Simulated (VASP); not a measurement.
A run of VASP 6.6.1 is set up as follows.

Contents of INCAR:

```
SYSTEM = Ir3Cl
  PREC = Accurate
  ENCUT = 520
  EDIFF = 1E-7
  ISMEAR = 0
  SIGMA = 0.1
  LREAL = .FALSE.
  LASPH = .TRUE.
  NELM = 100
  ALGO = Normal
  ISIF = 2
  LWAVE = .FALSE.
  LCHARG = .FALSE.
  LDIPOL = .TRUE.
  IDIPOL = 3
  DIPOL = 0.5 0.5 0.356
  GGA = PE
  IBRION = 2
  NSW = 36
  EDIFFG = -0.025
```

KPOINTS

```
regular mesh
0
G
  10 10 1
  0 0 0
```

File POSCAR:

```
Ir3Cl
1.0
    2.7367600872      0.0000000000      0.0000000000
    0.0000000000      2.7367600872      0.0000000000
    0.0000000000      0.0000000000     19.1883373425
Ir Cl
3 1
Selective dynamics
Direct
    0.5000000000      0.5000000000      0.2084599582  F F F
    0.0000000000      0.0000000000      0.3045662601  F F F
    0.5000000000      0.5000000000      0.4006776202  F F F
    0.5000000000      0.8333333333      0.5089775140  F F T
```

Potentials or basis: VASP PAW PBE potentials, release 64 (Ir, Cl).

Command:

```console
$ cat potpaw_PBE.64/Ir/POTCAR potpaw_PBE.64/Cl/POTCAR > POTCAR
$ mpirun -np 1 vasp_std > vasp.out
```

(1) Estimate the energy gained by relaxing.

(2) Estimate the band gap on the k mesh.

Answers

(1) 8.4 meV/atom.

(2) zero (bands 17 and 18 overlap by 1.90 eV).

Caveat: spin-orbit coupling is left out, which moves the levels of the heavy elements.
